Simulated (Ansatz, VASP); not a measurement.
# Two plane-wave programs on WSe2

Contents of INCAR:

```
  ALGO = Normal
  EDIFF = 1E-6
  ENCUT = 520
  GGA = PE
  ISIF = 2
  ISMEAR = -1
  LASPH = T
  LCHARG = F
  LREAL = F
  LWAVE = F
  NBANDS = 20
  NELM = 80
  PREC = Accurate
  SIGMA = 0.02
```

Contents of KPOINTS:

```
k-points
0
Gamma
  6 6 6
```

File POSCAR:

```
WSe2
1.0
    1.6433003578      0.9487599040      6.4972669668
   -1.6433003578      0.9487599040      6.4972669668
    0.0000000000     -1.8975198079      6.4972669668
W Se
1 2
Direct
    0.0000000000      0.0000000000      0.0000000000
    0.2462563275      0.2462563275      0.2462563275
    0.7537436725      0.7537436725      0.7537436725
```

Input for Ansatz:

```yaml
crystal:
  lattice:
    - [1.6433003578, 0.948759904, 6.4972669668]
    - [-1.6433003578, 0.948759904, 6.4972669668]
    - [0.0, -1.8975198079, 6.4972669668]
  atoms:
    - { symbol: W, position: [0.0, 0.0, 0.0] }
    - { symbol: Se, position: [0.2462563275, 0.2462563275, 0.2462563275] }
    - { symbol: Se, position: [0.7537436725, 0.7537436725, 0.7537436725] }
kpoints:
  mp_grid: { grid: [6, 6, 6] }
hamiltonian:
  xc: pbe
scf:
  occupations: { method: fermi_dirac, width: 0.02 }
  n_extra_bands: 4
output:
  forces: true
  stress: true
  eigenvalues: true
```

Alike in both runs: task single point; functional PBE; k mesh 6 × 6 × 6; occupations fermi-dirac, width 0.02 eV; no spin polarisation.

|  | VASP | Ansatz |
| --- | --- | --- |
| version | VASP 6.6.1 | Ansatz 0.2.0 |
| potentials or method | VASP PAW PBE potentials, release 64 (W_sv, Se) | plane waves, PAW |
| plane-wave cutoff (eV) | 520 | 420 |
| valence electrons in the cell | 26 | 46 |

```tsv
	VASP	Ansatz	Ansatz less VASP
pressure (GPa)	3.5	3.2	-0.29
traceless stress, the component that is largest in VASP (GPa)	1.69	1.64	-0.046
rms of the force components (eV/Å)	0.160	0.141	-0.0188
```

Atom by atom the forces differ by 0.019 eV/Å (rms over components). VASP's potentials hold 26 valence electrons a cell and Ansatz's 46, so a difference there can come from the potentials and not from the codes.

The k mesh is coarse, so the values compare programs but aren't converged. Neither program's run includes spin-orbit coupling.
